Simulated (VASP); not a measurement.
Set up this calculation in VASP 6.6.1, as the native input.

```
Task                   : single point
Functional             : PBE
Dispersion             : D3(BJ)
Potentials or basis    : VASP PAW PBE potentials, release 64 (Sn_d, Se)
Cutoff                 : 500 eV
k mesh                 : 12 × 12 × 6
Occupations            : gaussian, width 0.03 eV
Spin                   : no spin polarisation
Dipole correction      : no
Further INCAR settings : ALGO = Normal; EDIFF = 1e-06; NBANDS = 20
```

The structure of SnSe2 lies in POSCAR:

```
SnSe2
1.0
    3.9840000000      0.0000000000      0.0000000000
   -1.9920000000      3.4502452087      0.0000000000
    0.0000000000      0.0000000000      6.6590000000
Sn Se
1 2
Direct
    0.0000000000      0.0000000000      0.0000000000
    0.3333333333      0.6666666667      0.2651331237
    0.6666666667      0.3333333333      0.7348668763
```

One way to write it, as run:

INCAR

```
SYSTEM = SnSe2
ALGO = Normal
EDIFF = 1E-6
ENCUT = 500
GGA = PE
GGA_COMPAT = .False.
ISIF = 2
ISMEAR = 0
IVDW = 12
LASPH = .True.
LCHARG = .True.
LELF = .True.
LREAL = .False.
LVHAR = .True.
LWAVE = .False.
NBANDS = 20
NELM = 120
PREC = Accurate
SIGMA = 0.03
```

KPOINTS

```
k-points
0
Gamma
  12 12 6
  0 0 0
```

Potentials or basis: VASP PAW PBE potentials, release 64 (Sn_d, Se).

Run with:

```console
$ cat potpaw_PBE.64/Sn_d/POTCAR potpaw_PBE.64/Se/POTCAR > POTCAR
$ mpirun -np 1 vasp_std > vasp.out
```

Results of the run:

The pressure is -7.6 GPa, the largest force is 1.373 eV/Å and the band gap on the k mesh is 0.12 eV (least direct gap 0.49 eV). The dispersion energy per atom is -0.303 eV.

Caveat: the cell stands under tension; spin-orbit coupling is left out, which moves the levels of the heavy elements; forces of over 1 eV/Å act on the atoms, so gaps and moduli don't describe the material at rest.

It took 4.4 min on 1 thread of Intel Xeon 8259CL, with other jobs on the host, peak memory 0.33 GiB.
